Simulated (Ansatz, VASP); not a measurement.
Two plane-wave programs on ZrC

INCAR

```
PREC = Accurate ; ENCUT = 520
EDIFF = 1E-6 ; ISMEAR = 0
SIGMA = 0.1 ; LREAL = False
LASPH = True ; NELM = 80
ALGO = Normal ; ISIF = 2
LWAVE = False ; LCHARG = True
GGA = PE ; LELF = True
LVHAR = True ; NBANDS = 15
```

KPOINTS

```
regular mesh
0
Gamma
  16 16 16
```

File POSCAR:

```
ZrC
1.0
    0.0000000000      2.3181061314      2.3181061314
    2.3181061314      0.0000000000      2.3181061314
    2.3181061314      2.3181061314      0.0000000000
Zr C
1 1
Direct
    0.5000000000      0.5000000000      0.5000000000
    0.0000000000      0.0000000000      0.0000000000
```

Input for Ansatz:

```yaml
crystal:
  lattice:
    - [0.0, 2.3181061314, 2.3181061314]
    - [2.3181061314, 0.0, 2.3181061314]
    - [2.3181061314, 2.3181061314, 0.0]
  atoms:
    - { symbol: Zr, position: [0.5, 0.5, 0.5] }
    - { symbol: C, position: [0.0, 0.0, 0.0] }
basis:
  ecutwfc: 420
kpoints:
  mp_grid: { grid: [16, 16, 16] }
hamiltonian:
  xc: pbe
scf:
  occupations: { method: gaussian, width: 0.1 }
output:
  forces: true
  stress: true
  eigenvalues: true
  write_density: true
  write_potential: true
  elf: true
  volumetric_format: npy
```

Alike in both runs: task single point; functional PBE; k mesh 16 × 16 × 16; occupations gaussian, width 0.1 eV; no spin polarisation.

```csv
,VASP,Ansatz
version,VASP 6.6.1,Ansatz 0.2.0
potentials or method,"VASP PAW PBE potentials, release 64 (Zr_sv, C), cutoff 520 eV","scalar-relativistic, plane waves, PAW"
valence electrons in the cell,16,16
```

```tsv
	VASP	Ansatz	Ansatz less VASP
gap on the k mesh at the Fermi level (eV)	none	none	-
pressure (GPa)	11.6	11.3	-0.28
```

A gap of «none» marks a metal or a gap that the smearing closes.
